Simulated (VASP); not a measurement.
ZrC:

```
Zr C
1.0
     1.81700    1.04905    2.98954
    -1.81700    1.04905    2.98954
     0.00000   -2.09809    2.98954
Zr C
1 1
Direct
  0.00000 0.00000 0.00000
  0.75124 0.75124 0.75124
```

* Program: VASP 6.6.1
* Task: relaxation of cell and atoms
* Functional: PBE
* Potentials or basis: VASP PAW PBE potentials, release 64 (Zr_sv, C)
* Cutoff: 600 eV
* k mesh: 6 × 6 × 6
* Occupations: gaussian, width 0.1 eV
* Spin: no spin polarisation

At the start: pressure -5.1 GPa; volume 17.10 Å³/atom.

Problem. Where does the relaxation end?

Solution. Over 3 steps the energy falls by 10.5 meV/atom and the volume is 16.47 Å³/atom (-3.7 %); space group F-43m (No. 216, to 0.1 Å) before and after.

Step by step:
| step | energy change (eV) | largest force (eV/Å) | pressure (GPa) | volume (Å³) |
| --- | --- | --- | --- | --- |
| 1 | 0.0000 | 0.0512 | -5.10 | 34.19 |
| 2 | 0.0064 | 0.0225 | 6.69 | 31.57 |
| 3 | -0.0209 | 0.0380 | -0.02 | 32.93 |

Final structure:
```cif
data_structure
_symmetry_space_group_name_H-M 'P 1'
_symmetry_Int_Tables_number 1
_cell_length_a 3.6052
_cell_length_b 3.6052
_cell_length_c 3.6052
_cell_angle_alpha 59.733
_cell_angle_beta 59.733
_cell_angle_gamma 59.733
_cell_volume 32.93
loop_
_atom_site_label
_atom_site_type_symbol
_atom_site_fract_x
_atom_site_fract_y
_atom_site_fract_z
_atom_site_occupancy
Zr1 Zr 0.00013 0.00013 0.00013 1
C1 C 0.75112 0.75112 0.75112 1
```
